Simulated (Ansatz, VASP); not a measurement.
# LiSb2 in VASP and in Ansatz

```
CELL_PARAMETERS angstrom
0.03942 3.31085 5.14982
0.80928 -3.07764 5.01332
4.58368 2.51591 0.50593
ATOMIC_POSITIONS crystal
Li 0.92931 0.00748 0.00190
Li 0.32286 0.24169 0.49843
Sb 0.76303 0.29237 0.57718
Sb 0.21718 0.77375 0.38662
Sb 0.48913 0.95680 0.92315
Sb 0.03498 0.47541 0.11371
```

Alike in both runs: functional PBE; k mesh 4 × 4 × 4; occupations gaussian, width 0.1229 eV; no spin polarisation.

Ansatz relaxed the structure, and its values are those at the end. VASP's run is a single point on that final structure, the one shown.

|  | VASP | Ansatz |
| --- | --- | --- |
| version | VASP 6.6.1 | Ansatz 0.2.0 |
| potentials or method | VASP PAW PBE potentials, release 64 (Li_sv, Sb), cutoff 520 eV | PAW plane waves |
| valence electrons in the cell | 26 | 66 |

```tsv
	VASP	Ansatz	Ansatz less VASP
gap on the k mesh at the Fermi level (eV)	none	none	-
rms of the force components (eV/Å)	0.013	0.001	-0.0117
```

A gap of «none» marks a metal or a gap that the smearing closes. VASP's potentials hold 26 valence electrons a cell and Ansatz's 66, so a difference there can come from the potentials and not from the codes. Ansatz's warnings: relaxation start displaced.

Neither program's run includes spin-orbit coupling. Noted on VASP's run: the cutoff is short for stress, so the pressure is rough.
